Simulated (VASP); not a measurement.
Wanted: the native input for a VASP 6.6.1 run.

```yaml
Task: single point
Functional: PBE
Potentials_or_basis: VASP PAW PBE potentials, release 64 (Sn_d, Te)
Cutoff: 520 eV
k_mesh: 6 × 6 × 6
Occupations: fermi-dirac, width 0.02 eV
Spin: no spin polarisation
Dipole_correction: no
Further_INCAR_settings: ALGO = Normal; EDIFF = 1e-06; NBANDS = 20
```

The structure of SnTe2 lies in POSCAR:

```
SnTe2
1.0
    0.0000000000      3.7010376710      3.7010376710
    3.7010376710      0.0000000000      3.7010376710
    3.7010376710      3.7010376710      0.0000000000
Sn Te
1 2
Direct
    0.0000000000      0.0000000000      0.0000000000
    0.2500000000      0.2500000000      0.2500000000
    0.7500000000      0.7500000000      0.7500000000
```

The input as run:

INCAR

```
ALGO = Normal
EDIFF = 1E-6
ENCUT = 520
GGA = PE
ISIF = 2
ISMEAR = -1
LASPH = True
LCHARG = False
LREAL = False
LWAVE = False
NBANDS = 20
NELM = 100
PREC = Accurate
SIGMA = 0.02
```

KPOINTS

```
k-points
0
Gamma
  6 6 6
```

Potentials or basis: VASP PAW PBE potentials, release 64 (Sn_d, Te).

The run is started by

```bash
$ cat potpaw_PBE.64/Sn_d/POTCAR potpaw_PBE.64/Te/POTCAR > POTCAR
$ mpirun -np 1 vasp_std > vasp.out
```

It gave:

```yaml
Pressure: 0.5 GPa
Band_gap_on_the_k_mesh: zero (band 13 reaches 6.15 eV, above the bottom of band 14 at 4.14 eV)
```

Caveat: spin-orbit coupling is left out, which moves the levels of the heavy elements.

Run time: 17 s on 1 thread of AMD EPYC 9R45 96-Core Processor (Zen 5), on a shared host, peak memory 0.21 GiB.
